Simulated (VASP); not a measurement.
Here is a VASP 6.6.1 calculation.

Contents of INCAR:

```
  PREC = Accurate
  ENCUT = 520
  EDIFF = 1E-7
  ISMEAR = -1
  SIGMA = 0.06122561905347299
  LREAL = F
  LASPH = T
  NELM = 80
  ALGO = Normal
  ISIF = 2
  LWAVE = F
  LCHARG = F
  GGA = PE
  NBANDS = 47
```

KPOINTS

```
regular mesh
0
Gamma
  7 7 7
```

The input POSCAR:

```
Mg2O5
1.0
    5.2469591599      0.0000000000      0.0000000000
    0.0000000000      5.2469591599      0.0000000000
    0.0000000000      0.0000000000      5.2469591599
Mg O
4 10
Direct
    0.0000000000      0.0000000000      0.0000000000
    0.5000000000      0.5000000000      0.0000000000
    0.5000000000      0.0000000000      0.5000000000
    0.0000000000      0.5000000000      0.5000000000
    0.5000000000      0.0000000000      0.0000000000
    0.0000000000      0.5000000000      0.0000000000
    0.0000000000      0.0000000000      0.5000000000
    0.5000000000      0.5000000000      0.5000000000
    0.7500000000      0.7500000000      0.2500000000
    0.7500000000      0.2500000000      0.7500000000
    0.2500000000      0.7500000000      0.7500000000
    0.7500000000      0.2500000000      0.2500000000
    0.2500000000      0.7500000000      0.2500000000
    0.2500000000      0.2500000000      0.7500000000
```

Potentials or basis: VASP PAW PBE potentials, release 64 (Mg, O).

The run is started by

```console
$ cat potpaw_PBE.64/Mg/POTCAR potpaw_PBE.64/O/POTCAR > POTCAR
$ mpirun -np 1 vasp_std > vasp.out
```

Question: What does it give for the pressure?

Answer: -5.0 GPa.

Question: Estimate the band gap on the k mesh.

Answer: Zero (band 34 reaches 2.65 eV, above the bottom of band 35 at 2.42 eV).
